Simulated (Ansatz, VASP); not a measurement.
One calculation of CdSe, two programs

```xyz
4
Lattice="4.3010 0.0000 0.0000 -2.1505 3.7248 0.0000 0.0000 0.0000 6.9874" Properties=species:S:1:pos:R:3 pbc="T T T"
Cd    0.0000    2.4832    0.0329
Cd    2.1505    1.2416    3.5266
Se    0.0000    2.4832    2.6573
Se    2.1505    1.2416    6.1510
```

Change from the starting cell: z stretched by -0.5 %, x and y held.

Alike in both runs: task relaxation of the atoms; functional PBEsol; k mesh 6 × 6 × 4; no spin polarisation.

|  | VASP | Ansatz |
| --- | --- | --- |
| version | VASP 6.6.1 | Ansatz 0.2.0 |
| potentials or method | VASP PAW PBE potentials, release 64 (Cd, Se), cutoff 520 eV | all-electron LAPW, scalar-relativistic |
| occupations | gaussian, width 0.01 eV | fixed |

```tsv
	VASP	Ansatz	Ansatz less VASP
gap on the k mesh at the Fermi level, each at its own relaxed structure (eV)	0.56	0.56	-0.001
```

VASP's potentials were made for PBE, not for PBEsol. Ansatz ran all-electron here, and VASP with PAW potentials.
